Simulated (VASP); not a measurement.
A run of VASP 6.6.1:

File POSCAR:

```
MoS2
1.0
    3.1845928805      0.0000000000      0.0000000000
   -1.5922964402      2.7579383352      0.0000000000
    0.0000000000      0.0000000000     12.9639414742
Mo S
2 4
Direct
    0.3333333333      0.6666666667      0.2500000000
    0.6666666667      0.3333333333      0.7500000000
    0.3333333333      0.6666666667      0.6302475851
    0.6666666667      0.3333333333      0.1302475851
    0.3333333333      0.6666666667      0.8759233777
    0.6666666667      0.3333333333      0.3697524149
```

Contents of INCAR.step1:

```
PREC = Accurate
ENCUT = 520
ISMEAR = 0
SIGMA = 0.05
LREAL = False
LASPH = True
NELM = 150
ISPIN = 2
MAGMOM = 0.05 0.05 0 0 0 0
LMAXMIX = 4
NBANDS = 39
GGA = PE
ALGO = Normal
EDIFF = 1E-4
LWAVE = True
LCHARG = False
```

File INCAR.step2:

```
PREC = Accurate
ENCUT = 520
EDIFF = 1E-6
ISMEAR = 0
SIGMA = 0.05
LREAL = False
LASPH = True
NELM = 150
ALGO = Normal
ISIF = 2
LWAVE = False
LCHARG = False
ISPIN = 2
MAGMOM = 0.05 0.05 0 0 0 0
LORBIT = 11
LMAXMIX = 4
METAGGA = R2SCAN
LMIXTAU = True
NBANDS = 39
ISTART = 1
```

The input KPOINTS:

```
Automatic mesh
0
Gamma
  8 8 2
```

Potentials or basis: VASP PAW PBE potentials, release 64 (Mo_sv, S).

Launch:

```console
$ cat potpaw_PBE.64/Mo_sv/POTCAR potpaw_PBE.64/S/POTCAR > POTCAR
$ cp INCAR.step1 INCAR
$ mpirun -np 1 vasp_std > vasp.out
$ cp INCAR.step2 INCAR
$ mpirun -np 1 vasp_std > vasp.out
```

Hardware: 1 thread of Oxide Virtual Turin-like Processor (shared host).

Task: Estimate the wall time of this run.

Result: Wall time 6.9 min on 1 thread of Oxide Virtual Turin-like Processor, with other jobs on the host, peak memory 0.33 GiB. Counts: k points 20.
